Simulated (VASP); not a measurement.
# CoO (Fm-3m) in VASP: single point with PBE+U

Aim: the single point of CoO with PBE+U.

Program: VASP 6.6.1. These are calculated values, not measurements. Logs are shortened: lines on timing, memory, paths and dates and some standing lists are left out, and cuts for length are marked.

## 1. The cell of the first run

The structure is cubic, space group Fm-3m (No. 225). Conventional cell: a = 4.271 Å, b = 4.271 Å, c = 4.271 Å, α = 90.00°, β = 90.00°, γ = 90.00°. Co (site symmetry m-3m) has 6 O at 2.14 Å within 2.8 Å. O (site symmetry m-3m) has 6 Co at 2.14 Å within 2.8 Å.

## 2. Single point, PBE+U, collinear spin, ferromagnetic start

The input, INCAR:

```
SYSTEM = CoO
  PREC = Accurate
  ENCUT = 700
  EDIFF = 1E-6
  ISMEAR = 0
  SIGMA = 0.15
  LREAL = .False.
  LASPH = .True.
  NELM = 200
  ALGO = Normal
  ISIF = 2
  LWAVE = .False.
  LCHARG = .False.
  ISPIN = 2
  MAGMOM = 2.79 0.28
  LORBIT = 11
  LMAXMIX = 4
  LDAU = .True.
  LDAUTYPE = 2
  LDAUL = 2 -1
  LDAUU = 3.32 0
  LDAUJ = 0 0
  LDAUPRINT = 1
  GGA = PE
  NBANDS = 22
  GGA_COMPAT = .False.
```

The input, KPOINTS:

```
regular mesh
0
Gamma
  20 20 20
  0 0 0
```

The input, POSCAR:

```
CoO
1.0
    0.0000000000      2.1356054008      2.1356054008
    2.1356054008      0.0000000000      2.1356054008
    2.1356054008      2.1356054008      0.0000000000
Co O
1 1
Direct
    0.0000000000      0.0000000000      0.0000000000
    0.5000000000      0.5000000000      0.5000000000
```

Potentials or basis: VASP PAW PBE potentials, release 64 (Co_sv, O).

Started as:

```console
$ cat potpaw_PBE.64/Co_sv/POTCAR potpaw_PBE.64/O/POTCAR > POTCAR
$ mpirun -np 1 vasp_std > vasp.out
```

OUTCAR:

```text
SYSTEM = CoO
   PREC = Accurate
   ENCUT = 700
   EDIFF = 1E-6
   ISMEAR = 0
   LREAL = .False.
   LASPH = .True.
   NELM = 200
   ISIF = 2
   ISPIN = 2
   LORBIT = 11
   GGA = PE

 ion  position               nearest neighbor table
   1  0.000  0.000  0.000-   2 2.14   2 2.14   2 2.14   2 2.14   2 2.14   2 2.14
   2  0.500  0.500  0.500-   1 2.14   1 2.14   1 2.14   1 2.14   1 2.14   1 2.14

  LATTYP: Found a face centered cubic cell.
 ALAT       =     4.2712108016

  Lattice vectors:

 A1 = (   0.0000000000,   2.1356054008,   2.1356054008)
 A2 = (   2.1356054008,   0.0000000000,   2.1356054008)
 A3 = (   2.1356054008,   2.1356054008,   0.0000000000)

Analysis of symmetry for initial positions (statically):
=====================================================================
 Subroutine PRICEL returns:
 Original cell was already a primitive cell.

 Routine SETGRP: Setting up the symmetry group for a
 face centered cubic supercell.

 Subroutine GETGRP returns: Found 48 space group operations
 (whereof 48 operations were pure point group operations)
 out of a pool of 48 trial point group operations.

The static configuration has the point symmetry O_h .

Analysis of symmetry for dynamics (positions and initial velocities):
=====================================================================
 Subroutine PRICEL returns:
 Original cell was already a primitive cell.

 Routine SETGRP: Setting up the symmetry group for a
 face centered cubic supercell.

 Subroutine GETGRP returns: Found 48 space group operations
 (whereof 48 operations were pure point group operations)
 out of a pool of 48 trial point group operations.

The dynamic configuration has the point symmetry O_h .

Analysis of structural, dynamic, and magnetic symmetry:
=====================================================================
 Subroutine PRICEL returns:
 Original cell was already a primitive cell.

 Routine SETGRP: Setting up the symmetry group for a
 face centered cubic supercell.

 Subroutine GETGRP returns: Found 48 space group operations
 (whereof 48 operations were pure point group operations)
 out of a pool of 48 trial point group operations.

The overall configuration has the point symmetry O_h .

 Subroutine INISYM returns: Found 48 space group operations
 (whereof 48 operations are pure point group operations),
 and found     1 'primitive' translations

----------------------------------------------------------------------------------------

                                     Primitive cell

  volume of cell :      19.4802

  direct lattice vectors                    reciprocal lattice vectors
     0.000000000  2.135605401  2.135605401    -0.234125649  0.234125649  0.234125649
     2.135605401  0.000000000  2.135605401     0.234125649 -0.234125649  0.234125649
     2.135605401  2.135605401  0.000000000     0.234125649  0.234125649 -0.234125649

  length of vectors
     3.020202122  3.020202122  3.020202122     0.405517519  0.405517519  0.405517519

  position of ions in fractional coordinates (direct lattice)
     0.000000000  0.000000000  0.000000000
     0.500000000  0.500000000  0.500000000

  ion indices of the primitive-cell ions
   primitive index   ion index
                 1           1
                 2           2

----------------------------------------------------------------------------------------

 KPOINTS: regular mesh

Automatic generation of k-mesh.
 Grid dimensions read from file:
 generate k-points for:   20   20   20

 Generating k-lattice:

  Cartesian coordinates                     Fractional coordinates (reciprocal lattice)
    -0.011706282  0.011706282  0.011706282     0.050000000  0.000000000  0.000000000
     0.011706282 -0.011706282  0.011706282     0.000000000  0.050000000  0.000000000
     0.011706282  0.011706282 -0.011706282     0.000000000  0.000000000  0.050000000

  Length of vectors
     0.020275876  0.020275876  0.020275876

  Shift w.r.t. Gamma in fractional coordinates (k-lattice)
     0.000000000  0.000000000  0.000000000

 Subroutine IBZKPT returns following result:
 ===========================================

 Found    256 irreducible k-points:

 Following reciprocal coordinates:
            Coordinates               Weight
  0.000000  0.000000  0.000000      1.000000
  0.050000  0.000000  0.000000      8.000000
  0.100000  0.000000  0.000000      8.000000
  0.150000  0.000000  0.000000      8.000000
  0.200000  0.000000  0.000000      8.000000
  0.250000  0.000000  0.000000      8.000000
[... 16 lines left out ...]
 -0.400000  0.050000  0.000000     24.000000
 -0.350000  0.050000  0.000000     24.000000
 [... further k-points ...]
   k-points           NKPTS =    256   k-points in BZ     NKDIM =    256   number of bands    NBANDS=     22
   number of dos      NEDOS =    301   number of ions     NIONS =      2
   total plane-waves  NPLWV =  21952
   dimension x,y,z NGX =    28 NGY =   28 NGZ =   28
   dimension x,y,z NGXF=    56 NGYF=   56 NGZF=   56
   ions per type =               1   1
   NGX,Y,Z   is equivalent  to a cutoff of  15.41, 15.41, 15.41 a.u.
   NGXF,Y,Z  is equivalent  to a cutoff of  30.82, 30.82, 30.82 a.u.
 SYSTEM =  CoO
   PREC   = accura    normal or accurate (medium, high low for compatibility)
   ISTART =      0    job   : 0-new  1-cont  2-samecut
   ICHARG =      2    charge: 1-file 2-atom 10-const
   ISPIN  =      2    spin polarized calculation?
   LNONCOLLINEAR =      F non collinear calculations
   LSORBIT =      F    spin-orbit coupling
   LASPH  =      T    aspherical Exc in radial PAW
   ENCUT  =  700.0 eV  51.45 Ry    7.17 a.u.   6.52  6.52  6.52*2*pi/ulx,y,z
   NELM   =    200;   NELMIN=  2; NELMDL= -5     # of ELM steps
   EDIFF  = 0.1E-05   stopping-criterion for ELM
   LREAL  =      F    real-space projection
   EDIFFG = 0.1E-04   stopping-criterion for IOM
   NSW    =      0    number of steps for IOM
   IBRION =     -1    ionic relax: 0-MD 1-quasi-New 2-CG
   NFREE  =      0    steps in history (QN), initial steepest desc. (CG)
   ISIF   =      2    stress and relaxation
   ISYM   =      2    0-nonsym 1-usesym 2-fastsym
   POTIM  = 0.5000    time-step for ionic-motion
   TEBEG  =    0.0;   TEEND  =   0.0 temperature during run
   PSTRESS=    0.0 pullay stress
   NELECT =      23.0000    total number of electrons
   NUPDOWN=      -1.0000    fix difference up-down
   EMIN   =  10.00;   EMAX   =-10.00  energy-range for DOS
   EFERMI =   0.00;   METHOD = LEGACY
   ISMEAR =     0;   SIGMA  =   0.15  broadening in eV -4-tet -1-fermi 0-gaus
   EFERMI_NEDOS =   21; number of points for ismear=-14 and -15
   IALGO  =     38    algorithm
   IMIX   =      4    mixing-type and parameters
     AMIX     =   0.40;   BMIX     =  1.00
     AMIX_MAG =   1.60;   BMIX_MAG =  1.00
  volume/ion in A,a.u.               =       9.74        65.73
  Fermi-wavevector in a.u.,A,eV,Ry     =   1.730293  3.269781 40.734693  2.993915
  Thomas-Fermi vector in A             =   2.804877
   LORBIT       =     11    0 simple, 1 ext, 2 COOP (PROOUT), +10 PAW based schemes
 LDA+U is selected, type is set to LDAUTYPE =  2
   angular momentum for each species LDAUL =     2   -1
   U (eV)           for each species LDAUU =   3.3  0.0
   J (eV)           for each species LDAUJ =   0.0  0.0
   GGA     = PE    functional components
   LHFCALC =     F    Hartree Fock is set to
   AEXX    =    0.0000 exact exchange contribution
   IVDW    =     0    specifies the selected vdW correction
   LEPSILON=     F    determine dielectric tensor
   LRPA    =     F    only Hartree local field effects (RPA)
 spin polarized calculation
 Gauss-broadening in eV      SIGMA  =   0.15
  energy-cutoff  :      700.00
  volume of cell :       19.48
 maximum number of plane-waves:       869
 NGX is ok and might be reduce to    28
   NGX = 13   NGY = 13   NGZ = 13

atom =   1  type =  1  l = 2

 onsite density matrix

spin component  1

  0.9243 -0.0000  0.0000  0.0000 -0.0000
 -0.0000  0.9243  0.0000 -0.0000 -0.0000
  0.0000  0.0000  0.9550 -0.0000 -0.0000
  0.0000 -0.0000 -0.0000  0.9243  0.0000
 -0.0000 -0.0000 -0.0000  0.0000  0.9550

spin component  2

  0.6066  0.0000  0.0000 -0.0000  0.0000
  0.0000  0.6066 -0.0000  0.0000  0.0000
  0.0000 -0.0000  0.0974  0.0000  0.0000
 -0.0000  0.0000  0.0000  0.6066  0.0000
  0.0000  0.0000  0.0000  0.0000  0.0974

 occupancies and eigenvectors

  o =  0.0974  v =  0.0000  0.0000  0.0000  0.0000  0.0000  0.0000  0.0000  0.0052 -0.0000 -1.0000      0.0000  0.0000  0.0000  0.0000  0.0000  0.0000  0.0000  0.0000  0.0000  0.0000
  o =  0.0974  v =  0.0000  0.0000  0.0000  0.0000  0.0000  0.0000  0.0000 -1.0000 -0.0000 -0.0052      0.0000  0.0000  0.0000  0.0000  0.0000  0.0000  0.0000  0.0000  0.0000  0.0000
  o =  0.6066  v =  0.0000  0.0000  0.0000  0.0000  0.0000  1.0000  0.0000  0.0000  0.0000  0.0000      0.0000  0.0000  0.0000  0.0000  0.0000  0.0000  0.0000  0.0000  0.0000  0.0000
  o =  0.6066  v =  0.0000  0.0000  0.0000  0.0000  0.0000  0.0000  0.6525  0.0000 -0.7578  0.0000      0.0000  0.0000  0.0000  0.0000  0.0000  0.0000  0.0000  0.0000  0.0000  0.0000
  o =  0.6066  v =  0.0000  0.0000  0.0000  0.0000  0.0000  0.0000 -0.7578 -0.0000 -0.6525  0.0000      0.0000  0.0000  0.0000  0.0000  0.0000  0.0000  0.0000  0.0000  0.0000  0.0000
  o =  0.9243  v =  0.0000  1.0000  0.0000 -0.0097 -0.0000  0.0000  0.0000  0.0000  0.0000  0.0000      0.0000  0.0000  0.0000  0.0000  0.0000  0.0000  0.0000  0.0000  0.0000  0.0000
  o =  0.9243  v =  0.0000 -0.0097  0.0000 -1.0000 -0.0000  0.0000  0.0000  0.0000  0.0000  0.0000      0.0000  0.0000  0.0000  0.0000  0.0000  0.0000  0.0000  0.0000  0.0000  0.0000
  o =  0.9243  v =  1.0000  0.0000  0.0000  0.0000  0.0000  0.0000  0.0000  0.0000  0.0000  0.0000      0.0000  0.0000  0.0000  0.0000  0.0000  0.0000  0.0000  0.0000  0.0000  0.0000
  o =  0.9550  v =  0.0000  0.0000 -1.0000 -0.0000 -0.0022  0.0000  0.0000  0.0000  0.0000  0.0000      0.0000  0.0000  0.0000  0.0000  0.0000  0.0000  0.0000  0.0000  0.0000  0.0000
  o =  0.9550  v =  0.0000 -0.0000  0.0022  0.0000 -1.0000  0.0000  0.0000  0.0000  0.0000  0.0000      0.0000  0.0000  0.0000  0.0000  0.0000  0.0000  0.0000  0.0000  0.0000  0.0000

 number of electron      23.0000017 magnetization       2.9993086

 Free energy of the ion-electron system (eV)
  ---------------------------------------------------
  ext. energy  EPLUGINS =         0.00000000
  ---------------------------------------------------
  free energy    TOTEN  =       -11.06916753 eV

  energy without entropy =      -11.01993841  energy(sigma->0) =      -11.04455297

 E-fermi :   8.4855     XC(G=0): -12.6211

 val. band max:        8.4818383682   @ k =   0.4000   0.1500   0.0500
 cond. band min:       8.4858392485   @ k =  -0.1500   0.2500   0.1000
 fundamental gap:      0.0040008804
 Fermi energy:         8.4855467469

 spin component 1

 k-point     1 :       0.0000    0.0000    0.0000
  band No.  band energies     occupation
      1     -88.2644      1.00000
      2     -51.5115      1.00000
      3     -51.5115      1.00000
      4     -51.5115      1.00000
      5     -11.1734      1.00000
      6       3.9478      1.00000
[... 574 lines left out ...]
      6       1.1867      1.00000
[... 14 lines left out ...]
     21      35.1821      0.00000
     22      37.2581      0.00000

 [... further k-points ...]

 spin component 2

 k-point     1 :       0.0000    0.0000    0.0000
  band No.  band energies     occupation
      1     -85.0274      1.00000
      2     -48.3473      1.00000
      3     -48.3472      1.00000
      4     -48.3472      1.00000
      5     -10.7513      1.00000
      6       6.3583      1.00000
[... 574 lines left out ...]
      6       1.9246      1.00000
[... 14 lines left out ...]
     21      35.5629      0.00000
     22      37.8547      0.00000

 [... further k-points ...]

------------------------ aborting loop because EDIFF is reached ----------------------------------------

  FORCE on cell =-STRESS in cart. coord.  units (eV):
  Direction    XX          YY          ZZ          XY          YZ          ZX
  --------------------------------------------------------------------------------------
  -------------------------------------------------------------------------------------
  Total       -0.2269854     -0.2269854     -0.2269854     -0.0000000      0.0000000      0.0000000
  in kB      -18.6687629    -18.6687629    -18.6687629     -0.0000000      0.0000000      0.0000000
  external PRESSURE =     -18.6687629 kB  Pullay stress =       0.0000000 kB

 VOLUME and BASIS-vectors are now :
 -----------------------------------------------------------------------------
  energy-cutoff  :      700.00
  volume of cell :       19.48
      direct lattice vectors                 reciprocal lattice vectors
     0.000000000  2.135605401  2.135605401    -0.234125649  0.234125649  0.234125649
     2.135605401  0.000000000  2.135605401     0.234125649 -0.234125649  0.234125649
     2.135605401  2.135605401  0.000000000     0.234125649  0.234125649 -0.234125649

 POSITION                                       TOTAL-FORCE (eV/Angst)
 -----------------------------------------------------------------------------------
      0.00000      0.00000      0.00000        -0.000000     -0.000000     -0.000000
      2.13561      2.13561      2.13561         0.000000      0.000000      0.000000
 -----------------------------------------------------------------------------------
    total drift:                                0.000000      0.000000      0.000000

  FREE ENERGIE OF THE ION-ELECTRON SYSTEM (eV)
  ---------------------------------------------------
  free  energy   TOTEN  =       -11.0691675312 eV

  energy  without entropy=      -11.0199384075  energy(sigma->0) =      -11.04455297

 total charge

# of ion       s       p       d       tot
------------------------------------------
    1        2.143   6.063   6.672  14.879
    2        1.548   3.454   0.000   5.001
--------------------------------------------------
tot          3.691   9.517   6.672  19.880

 magnetization (x)

# of ion       s       p       d       tot
------------------------------------------
    1        0.013   0.011   2.664   2.689
    2        0.025   0.226   0.000   0.251
--------------------------------------------------
tot          0.039   0.237   2.664   2.940
```

Run time: 2.8 min. Hardware: 1 thread of Intel Xeon 6975P-C (Granite Rapids), shared host; peak memory 0.36 GiB.

What came out:

```yaml
Free_energy: -11.0692 eV
Pressure: -1.9 GPa
Band_gap_on_the_k_mesh: zero (filled and empty bands overlap)
Net_moment: 3.00 μB per cell
Site_moments: Co +2.69; O +0.25 μB
Valence_electrons_inside_the_program's_atomic_spheres: Co 14.88; O 5.00
```

Levels at points of the mesh, in eV from the Fermi level:
Spin up:
```
           k point  band 9  band 10  band 11  band 12  band 13  band 14  band 15  band 16  band 17  band 18
(0.00, 0.00, 0.00)   -4.12    -4.12    -2.60    -2.60    -2.60     1.29    17.10    17.92    17.92    17.92
(0.50, 0.00, 0.00)   -3.51    -3.51    -2.67    -0.26    -0.26     5.36     9.62    13.63    13.63    20.35
(0.50, 0.50, 0.00)   -3.83    -3.83    -3.68    -3.23    -3.23     6.05    10.18    11.50    15.97    15.97
```
Spin down:
```tsv
k point	band 7	band 8	band 9	band 10	band 11	band 12	band 13	band 14
(0.00, 0.00, 0.00)	-2.13	-2.13	-1.10	-1.10	-1.10	1.70	1.70	1.78
(0.50, 0.00, 0.00)	-3.94	-3.94	-0.08	-0.08	0.20	4.10	4.10	5.59
(0.50, 0.50, 0.00)	-3.39	-3.39	-2.18	0.08	0.08	2.21	2.61	6.95
```

Eigenvalues of the final occupation matrices:
| site | spin | trace | eigenvalues |
| --- | --- | --- | --- |
| site 1 d | 1 | 4.68 | 0.92 0.92 0.92 0.95 0.95 |
| site 1 d | 2 | 2.01 | 0.10 0.10 0.61 0.61 0.61 |

Caveat: a cell with one magnetic atom can't hold antiferromagnetic order, which such compounds often take. The state reached can hang on the start; a lower one may exist.
